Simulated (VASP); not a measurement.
# CdTe (F-43m) in VASP: single point with HSE06

Aim: the single point of CdTe with HSE06.

Everything below comes from runs of VASP 6.6.1. Logs are shortened: lines on timing, memory, paths and dates and some standing lists are left out, and cuts for length are marked.

### Step 1. The cell of the first run

Symmetry: F-43m, No. 216, cubic system. Conventional cell: a = 6.560 Å, b = 6.560 Å, c = 6.560 Å, α = 90.00°, β = 90.00°, γ = 90.00°. Within 3.7 Å of Cd (site symmetry -43m) lie 4 Te at 2.84 Å. Within 3.7 Å of Te (site symmetry -43m) lie 4 Cd at 2.84 Å.

### Step 2. Single point, HSE06, non-collinear spin, zero start, spin-orbit coupling

Input file POSCAR:

```
CdTe
1.0
    0.0000000000      3.2799012461      3.2799012461
    3.2799012461      0.0000000000      3.2799012461
    3.2799012461      3.2799012461      0.0000000000
Cd Te
1 1
Direct
    0.0000000000      0.0000000000      0.0000000000
    0.2500000000      0.2500000000      0.2500000000
```

Input file INCAR.step1:

```
ALGO = Normal
EDIFF = 1E-5
ENCUT = 520
GGA = PE
GGA_COMPAT = F
ISIF = 2
ISMEAR = 0
KPAR = 4
LASPH = T
LCHARG = F
LORBIT = 11
LORBMOM = T
LREAL = F
LSORBIT = T
LWAVE = T
MAGMOM = 0 0 0 0 0 0
NBANDS = 30
NELM = 150
PREC = Accurate
SIGMA = 0.01
```

Input file INCAR.step2:

```
ALGO = Normal
EDIFF = 1E-7
ENCUT = 520
GGA = PE
GGA_COMPAT = F
HFSCREEN = 0.2079
ISIF = 2
ISMEAR = 0
ISTART = 1
KPAR = 4
LASPH = T
LCHARG = F
LHFCALC = T
LORBIT = 11
LORBMOM = T
LREAL = F
LSORBIT = T
LWAVE = F
MAGMOM = 0 0 0 0 0 0
NBANDS = 30
NELM = 150
PREC = Accurate
PRECFOCK = Normal
SIGMA = 0.01
```

Input file KPOINTS:

```
k-points
0
Gamma
  4 4 4
```

Potentials or basis: VASP PAW PBE potentials, release 64 (Cd, Te).

Run with:

```console
$ cat potpaw_PBE.64/Cd/POTCAR potpaw_PBE.64/Te/POTCAR > POTCAR
$ cp INCAR.step1 INCAR
$ mpirun -np 4 vasp_ncl > vasp.out
$ cp INCAR.step2 INCAR
$ mpirun -np 4 vasp_ncl > vasp.out
```

OUTCAR:

```text
EDIFF = 1E-7
   ENCUT = 520
   GGA = PE
   HFSCREEN = 0.2079
   ISIF = 2
   ISMEAR = 0
   ISTART = 1
   LASPH = T
   LHFCALC = T
   LORBIT = 11
   LREAL = F
   LSORBIT = T
   NELM = 150
   PREC = Accurate
   PRECFOCK = Normal

 ion  position               nearest neighbor table
   1  0.000  0.000  0.000-   2 2.84   2 2.84   2 2.84   2 2.84
   2  0.250  0.250  0.250-   1 2.84   1 2.84   1 2.84   1 2.84

  LATTYP: Found a face centered cubic cell.
 ALAT       =     6.5598024922

  Lattice vectors:

 A1 = (   0.0000000000,   3.2799012461,   3.2799012461)
 A2 = (   3.2799012461,   0.0000000000,   3.2799012461)
 A3 = (   3.2799012461,   3.2799012461,   0.0000000000)

Analysis of symmetry for initial positions (statically):
=====================================================================
 Subroutine PRICEL returns:
 Original cell was already a primitive cell.

 Routine SETGRP: Setting up the symmetry group for a
 face centered cubic supercell.

 Subroutine GETGRP returns: Found 24 space group operations
 (whereof 24 operations were pure point group operations)
 out of a pool of 48 trial point group operations.

The static configuration has the point symmetry T_d .

Analysis of symmetry for dynamics (positions and initial velocities):
=====================================================================
 Subroutine PRICEL returns:
 Original cell was already a primitive cell.

 Routine SETGRP: Setting up the symmetry group for a
 face centered cubic supercell.

 Subroutine GETGRP returns: Found 24 space group operations
 (whereof 24 operations were pure point group operations)
 out of a pool of 48 trial point group operations.

The dynamic configuration has the point symmetry T_d .

Analysis of structural, dynamic, and magnetic symmetry:
=====================================================================
 Subroutine PRICEL returns:
 Original cell was already a primitive cell.

 Routine SETGRP: Setting up the symmetry group for a
 face centered cubic supercell.

 Subroutine GETGRP returns: Found 24 space group operations
 (whereof 24 operations were pure point group operations)
 out of a pool of 48 trial point group operations.

The overall configuration has the point symmetry T_d .

 Subroutine INISYM returns: Found 24 space group operations
 (whereof 24 operations are pure point group operations),
 and found     1 'primitive' translations

----------------------------------------------------------------------------------------

                                     Primitive cell

  volume of cell :      70.5687

  direct lattice vectors                    reciprocal lattice vectors
     0.000000000  3.279901246  3.279901246    -0.152443614  0.152443614  0.152443614
     3.279901246  0.000000000  3.279901246     0.152443614 -0.152443614  0.152443614
     3.279901246  3.279901246  0.000000000     0.152443614  0.152443614 -0.152443614

  length of vectors
     4.638480825  4.638480825  4.638480825     0.264040085  0.264040085  0.264040085

  position of ions in fractional coordinates (direct lattice)
     0.000000000  0.000000000  0.000000000
     0.250000000  0.250000000  0.250000000

  ion indices of the primitive-cell ions
   primitive index   ion index
                 1           1
                 2           2

----------------------------------------------------------------------------------------

 KPOINTS: k-points

Automatic generation of k-mesh.
 Grid dimensions read from file:
 generate k-points for:    4    4    4

 Generating k-lattice:

  Cartesian coordinates                     Fractional coordinates (reciprocal lattice)
    -0.038110904  0.038110904  0.038110904     0.250000000  0.000000000  0.000000000
     0.038110904 -0.038110904  0.038110904     0.000000000  0.250000000  0.000000000
     0.038110904  0.038110904 -0.038110904     0.000000000  0.000000000  0.250000000

  Length of vectors
     0.066010021  0.066010021  0.066010021

  Shift w.r.t. Gamma in fractional coordinates (k-lattice)
     0.000000000  0.000000000  0.000000000

 Subroutine IBZKPT returns following result:
 ===========================================

 Found     10 irreducible k-points:

 Following reciprocal coordinates:
            Coordinates               Weight
  0.000000  0.000000  0.000000      1.000000
[... 40 lines left out ...]
   EMIN   =  10.00;   EMAX   =-10.00  energy-range for DOS
   EFERMI =   0.00;   METHOD = LEGACY
   ISMEAR =     0;   SIGMA  =   0.01  broadening in eV -4-tet -1-fermi 0-gaus
   EFERMI_NEDOS =   21; number of points for ismear=-14 and -15
   IALGO  =     38    algorithm
   IMIX   =      1    mixing-type and parameters
     AMIX     =   0.40;   BMIX     =  1.00
     AMIX_MAG =   1.60;   BMIX_MAG =  1.00
  volume/ion in A,a.u.               =      35.28       238.11
  Fermi-wavevector in a.u.,A,eV,Ry     =   1.038233  1.961976 14.666102  1.077928
  Thomas-Fermi vector in A             =   2.172708
   LORBIT       =     11    0 simple, 1 ext, 2 COOP (PROOUT), +10 PAW based schemes
   GGA     = PE    functional components
   LHFCALC =     T    Hartree Fock is set to
   PRECFOCK=normal    Normal, Fast or Accurate (Low or Medium for compatibility)
   ENCUT4O =  -1.0   cutoff for four orbital integrals eV
   NKREDX  =     1    reduce k-point grid by
   NKREDY  =     1    reduce k-point grid by
   NKREDZ  =     1    reduce k-point grid by
   AEXX    =    0.2500 exact exchange contribution
   HFSCREEN=    0.2079 screening length (either q_TF or 0.3 A-1)
   HFSCREENC=   0.2079 screening length for correlation (either q_TF or 0.3 A-1)
   ENCUTFOCK=  -1.0 apply spherical cutoff to Coloumb kernel
   IVDW    =     0    specifies the selected vdW correction
   LEPSILON=     F    determine dielectric tensor
   LRPA    =     F    only Hartree local field effects (RPA)
 Gauss-broadening in eV      SIGMA  =   0.01
  energy-cutoff  :      520.00
  volume of cell :       70.57
 maximum number of plane-waves:      3848
 NGX is ok and might be reduce to    36
  NGX = 28; NGY = 28; NGZ = 28

 number of electron      18.0000006 magnetization       0.0000000      0.0000000      0.0000000

 number of electron      18.0000006 magnetization      -0.0000000      0.0000000      0.0000000

 Free energy of the ion-electron system (eV)
  ---------------------------------------------------
  ext. energy  EPLUGINS =         0.00000000
  ---------------------------------------------------
  free energy    TOTEN  =        -6.11178713 eV

  energy without entropy =       -6.11178713  energy(sigma->0) =       -6.11178713

 E-fermi :   1.8578     XC(G=0):  -7.0328

 val. band max:        1.8114869727   @ k =   0.0000   0.0000   0.0000
 cond. band min:       2.9734525204   @ k =   0.0000   0.0000   0.0000
 fundamental gap:      1.1619655478
 Fermi energy:         1.8578499011

 k-point     1 :       0.0000    0.0000    0.0000
  band No.  band energies     occupation
      1     -10.3777      1.00000
      2     -10.3777      1.00000
      3      -8.3107      1.00000
      4      -8.3107      1.00000
      5      -8.3107      1.00000
      6      -8.3107      1.00000
[... 319 lines left out ...]
     29      13.5654      0.00000
     30      13.6529      0.00000

------------------------ aborting loop because EDIFF is reached ----------------------------------------

  FORCE on cell =-STRESS in cart. coord.  units (eV):
  Direction    XX          YY          ZZ          XY          YZ          ZX
  --------------------------------------------------------------------------------------
  -------------------------------------------------------------------------------------
  Total        0.1202300      0.1202300      0.1202300      0.0000000      0.0000000     -0.0000000
  in kB        2.7296754      2.7296754      2.7296754      0.0000000      0.0000000     -0.0000000
  external PRESSURE =       2.7296754 kB  Pullay stress =       0.0000000 kB

 VOLUME and BASIS-vectors are now :
 -----------------------------------------------------------------------------
  energy-cutoff  :      520.00
  volume of cell :       70.57
      direct lattice vectors                 reciprocal lattice vectors
     0.000000000  3.279901246  3.279901246    -0.152443614  0.152443614  0.152443614
     3.279901246  0.000000000  3.279901246     0.152443614 -0.152443614  0.152443614
     3.279901246  3.279901246  0.000000000     0.152443614  0.152443614 -0.152443614

 POSITION                                       TOTAL-FORCE (eV/Angst)
 -----------------------------------------------------------------------------------
      0.00000      0.00000      0.00000         0.000000      0.000000      0.000000
      1.63995      1.63995      1.63995        -0.000000     -0.000000     -0.000000
 -----------------------------------------------------------------------------------
    total drift:                                0.000000      0.000000     -0.000000

  FREE ENERGIE OF THE ION-ELECTRON SYSTEM (eV)
  ---------------------------------------------------
  free  energy   TOTEN  =        -6.1117871265 eV

  energy  without entropy=       -6.1117871265  energy(sigma->0) =       -6.11178713

 orbital moment (x)

 # of ion     p       d       tot
 ----------------------------------------
  1        -0.000   0.000   0.000
  2        -0.000   0.000  -0.000
 ----------------------------------------
           -0.000   0.000  -0.000

 orbital moment (y)

 # of ion     p       d       tot
 ----------------------------------------
  1        -0.000   0.000   0.000
  2        -0.000   0.000  -0.000
 ----------------------------------------
           -0.000   0.000   0.000

 orbital moment (z)

 # of ion     p       d       tot
 ----------------------------------------
  1        -0.000   0.000   0.000
  2        -0.000   0.000  -0.000
 ----------------------------------------
           -0.000   0.000  -0.000

 Spin-Orbit-Coupling matrix elements

 Ion:    1  E_soc:     -0.0565113
 l=   1
     0.0000000    -0.0026380    -0.0026380
    -0.0026380     0.0000000    -0.0026380
    -0.0026380    -0.0026380     0.0000000
 l=   2
     0.0000000    -0.0013801     0.0000000    -0.0013801    -0.0054005
    -0.0013801     0.0000000    -0.0040504    -0.0013801    -0.0013501
     0.0000000    -0.0040504     0.0000000    -0.0040504     0.0000000
    -0.0013801    -0.0013801    -0.0040504     0.0000000    -0.0013501
    -0.0054005    -0.0013501     0.0000000    -0.0013501     0.0000000
 l=   3
     0.0000000     0.0000000     0.0000000     0.0000000     0.0000000     0.0000000     0.0000000
     0.0000000     0.0000000     0.0000000     0.0000000     0.0000000     0.0000000     0.0000000
     0.0000000     0.0000000     0.0000000     0.0000000     0.0000000     0.0000000     0.0000000
     0.0000000     0.0000000     0.0000000     0.0000000     0.0000000     0.0000000     0.0000000
     0.0000000     0.0000000     0.0000000     0.0000000     0.0000000     0.0000000     0.0000000
     0.0000000     0.0000000     0.0000000     0.0000000     0.0000000     0.0000000     0.0000000
     0.0000000     0.0000000     0.0000000     0.0000000     0.0000000     0.0000000     0.0000000

 Ion:    2  E_soc:     -0.1812879
 l=   1
     0.0000000    -0.0301527    -0.0301527
    -0.0301527     0.0000000    -0.0301527
    -0.0301527    -0.0301527     0.0000000
 l=   2
     0.0000000    -0.0000300     0.0000000    -0.0000300    -0.0000320
    -0.0000300     0.0000000    -0.0000240    -0.0000300    -0.0000080
     0.0000000    -0.0000240     0.0000000    -0.0000240     0.0000000
    -0.0000300    -0.0000300    -0.0000240     0.0000000    -0.0000080
    -0.0000320    -0.0000080     0.0000000    -0.0000080     0.0000000
 l=   3
     0.0000000     0.0000000     0.0000000     0.0000000     0.0000000     0.0000000     0.0000000
     0.0000000     0.0000000     0.0000000     0.0000000     0.0000000     0.0000000     0.0000000
     0.0000000     0.0000000     0.0000000     0.0000000     0.0000000     0.0000000     0.0000000
     0.0000000     0.0000000     0.0000000     0.0000000     0.0000000     0.0000000     0.0000000
     0.0000000     0.0000000     0.0000000     0.0000000     0.0000000     0.0000000     0.0000000
     0.0000000     0.0000000     0.0000000     0.0000000     0.0000000     0.0000000     0.0000000
     0.0000000     0.0000000     0.0000000     0.0000000     0.0000000     0.0000000     0.0000000

 total charge

# of ion       s       p       d       tot
------------------------------------------
    1        0.431   0.294   9.577  10.302
    2        1.305   2.223   0.018   3.546
--------------------------------------------------
tot          1.736   2.517   9.595  13.848

 magnetization (x)

# of ion       s       p       d       tot
------------------------------------------
    1        0.000   0.000  -0.000   0.000
    2       -0.000  -0.000  -0.000  -0.000
--------------------------------------------------
tot          0.000   0.000  -0.000   0.000

 magnetization (y)

# of ion       s       p       d       tot
------------------------------------------
    1        0.000  -0.000  -0.000  -0.000
    2        0.000   0.000  -0.000   0.000
--------------------------------------------------
tot          0.000  -0.000  -0.000  -0.000

 magnetization (z)

# of ion       s       p       d       tot
------------------------------------------
    1       -0.000  -0.000   0.000  -0.000
    2        0.000  -0.000   0.000   0.000
--------------------------------------------------
tot         -0.000  -0.000   0.000  -0.000
```

Wall time 43 min (4 MPI ranks of AMD EPYC 9755, shared host); peak memory 0.49 GiB.

What came out:

- Free energy: -6.1118 eV
- Pressure: 0.3 GPa
- Net moment: 0.00 μB per cell
- Valence electrons inside the program's atomic spheres: Cd 10.30; Te 3.55

Moments on the atoms (μB; x, y, z):
```
Cd  0.00 0.00 0.00
Te  0.00 0.00 0.00
```

Caveat: the k points lie up to 0.41 Å⁻¹ apart; the PAW data sets were made with another functional, which shifts forces and pressure a little.
